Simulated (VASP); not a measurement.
A run of VASP 6.6.1:

INCAR

```
ALGO = Normal
EDIFF = 1E-6
ENCUT = 520
GGA = CA
ISIF = 2
ISMEAR = 1
LASPH = T
LCHARG = F
LREAL = F
LWAVE = F
NBANDS = 16
NELM = 100
PREC = Accurate
SIGMA = 0.1
```

KPOINTS

```
k-points
0
Gamma
  14 14 8
```

File POSCAR:

```
Ir
1.0
    2.7513780000      0.0000000000      0.0000000000
   -1.3756890000      2.3827630000      0.0000000000
    0.0000000000      0.0000000000      4.4622900000
Ir
2
Direct
    0.6666666667      0.3333333333      0.7500000000
    0.3333333333      0.6666666667      0.2500000000
```

Potentials or basis: VASP PAW LDA potentials, release 64 (Ir).

Launch:

```sh
$ cat potpaw_LDA.64/Ir/POTCAR > POTCAR
$ mpirun -np 1 vasp_std > vasp.out
```

Hardware: 1 thread of Intel(R) Xeon(R) Platinum 8488C (Sapphire Rapids) (shared host).

Task: Estimate the wall time of this run.

Result: It took 27 s on 1 thread of Intel(R) Xeon(R) Platinum 8488C (Sapphire Rapids), on a shared host, peak memory 0.16 GiB. Counts: scf iterations 12, k points 120.
